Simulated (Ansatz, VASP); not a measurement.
KI in VASP and in Ansatz

```
CELL_PARAMETERS angstrom
0.00000 3.54429 3.54429
3.54429 0.00000 3.54429
3.54429 3.54429 0.00000
ATOMIC_POSITIONS crystal
K 0.00000 0.00000 0.00000
I 0.50000 0.50000 0.50000
```

Alike in both runs: task single point; functional PBE; k mesh 4 × 4 × 4; no spin polarisation.

|  | VASP | Ansatz |
| --- | --- | --- |
| version | VASP 6.6.1 | Ansatz 0.2.0 |
| potentials or method | VASP PAW PBE potentials, release 64 (K_sv, I) | plane waves |
| plane-wave cutoff (eV) | 500 | 420 |
| occupations | gaussian, width 0.01 eV | fixed |
| valence electrons in the cell | 16 | 26 |

|  | VASP | Ansatz | Ansatz less VASP |
| --- | --- | --- | --- |
| gap on the k mesh at the Fermi level (eV) | 3.94 | 3.94 | +0.004 |
| pressure (GPa) | 0.5 | 0.5 | -0.04 |

VASP's potentials hold 16 valence electrons a cell and Ansatz's 26, so a difference there can come from the potentials and not from the codes.

Spin-orbit coupling is off throughout.
